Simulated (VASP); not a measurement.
**Ta: relaxation of cell and atoms with PBE+D3(BJ)**

Crystal: Ta.

```xyz
1
Lattice="-1.6594 1.6594 1.6594 1.6594 -1.6594 1.6594 1.6594 1.6594 -1.6594" Properties=species:S:1:pos:R:3 pbc="T T T"
Ta    0.0000    0.0000    0.0000
```

```json
{
  "Program": "VASP 6.6.1",
  "Task": "relaxation of cell and atoms",
  "Functional": "PBE",
  "Dispersion": "D3(BJ)",
  "Potentials or basis": "VASP PAW PBE potentials, release 64 (Ta_pv)",
  "Cutoff": "600 eV",
  "k mesh": "18 × 18 × 18",
  "Occupations": "gaussian, width 0.1 eV",
  "Spin": "no spin polarisation",
  "Dipole correction": "no",
  "Further INCAR settings": "ALGO = Fast; EDIFF = 1e-06; IBRION = 2; EDIFFG = -0.005; NSW = 70; ISIF = 3"
}
```

```
Relaxed volume                         : 17.74 Å³/atom
Relaxed cell                           : a = 2.846 Å, b = 2.846 Å, c = 2.846 Å, α = 109.47°, β = 109.47°, γ = 109.47°
Space group after relaxing (to 0.05 Å) : Im-3m (No. 229)
Energy gained by relaxing              : 10.0 meV/atom
Ionic steps                            : 4
Pressure after relaxing                : 0.0 GPa
Dispersion energy per atom             : -0.673 eV
```

Step by step:
| step | energy change (eV) | largest force (eV/Å) | pressure (GPa) | volume (Å³) |
| --- | --- | --- | --- | --- |
| 1 | 0.0000 | 0.0000 | -5.83 | 18.28 |
| 2 | 0.0451 | 0.0000 | 16.14 | 16.57 |
| 3 | -0.0100 | 0.0000 | -0.12 | 17.75 |
| 4 | -0.0100 | 0.0000 | -0.02 | 17.74 |

Final structure:
```
CELL_PARAMETERS angstrom
-1.64292 1.64292 1.64292
1.64292 -1.64292 1.64292
1.64292 1.64292 -1.64292
ATOMIC_POSITIONS crystal
Ta 0.00000 0.00000 0.00000
```

Levels at points of the mesh, in eV from the Fermi level:
| k point | band 3 | band 4 | band 5 | band 6 | band 7 | band 8 |
| --- | --- | --- | --- | --- | --- | --- |
| (0.00, 0.00, 0.00) | -33.02 | -7.99 | 0.72 | 0.72 | 0.72 | 4.05 |
| (0.50, 0.00, 0.00) | -33.03 | -4.46 | -1.60 | 1.65 | 3.94 | 4.99 |
| (0.50, 0.50, 0.50) | -33.88 | -3.91 | -3.91 | 6.95 | 6.95 | 6.95 |

Wall time 29 s on 1 thread of Intel(R) Xeon(R) 6975P-C (Granite Rapids), on a shared host, peak memory 0.19 GiB.

Caveat: spin-orbit coupling is left out, which moves the levels of the heavy elements; pairwise dispersion overbinds metals, which lowers pressure and volume.
